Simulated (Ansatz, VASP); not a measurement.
Two plane-wave programs on Ir

```
CELL_PARAMETERS angstrom
0.00000 1.97729 1.89090
1.97729 0.00000 1.89090
1.97729 1.97729 0.00000
ATOMIC_POSITIONS crystal
Ir 0.00000 0.00000 0.00000
```

Change from the starting cell: strain +0.030 along x and y, -0.015 along z, atoms carried along.

Alike in both runs: task single point; functional PBEsol; k mesh 22 × 22 × 22; occupations gaussian, width 0.15 eV; no spin polarisation.

```csv
,VASP,Ansatz
version,VASP 6.6.1,Ansatz 0.2.0
potentials or method,"VASP PAW PBE potentials, release 64 (Ir), cutoff 520 eV","scalar-relativistic, plane waves, PAW"
valence electrons in the cell,9,17
```

|  | VASP | Ansatz | Ansatz less VASP |
| --- | --- | --- | --- |
| gap on the k mesh at the Fermi level (eV) | none | none | - |
| pressure (GPa) | -16.2 | -16.9 | -0.65 |
| traceless stress, the component that is largest in VASP (GPa) | 9.56 | 9.60 | +0.037 |

VASP's potentials were made for PBE, not for PBEsol. A gap of «none» marks a metal or a gap that the smearing closes. With one functional, cell and mesh, what is left measures potentials, basis and numerics. VASP's potentials hold 9 valence electrons a cell and Ansatz's 17, so a difference there can come from the potentials and not from the codes.

Spin-orbit coupling is off throughout.
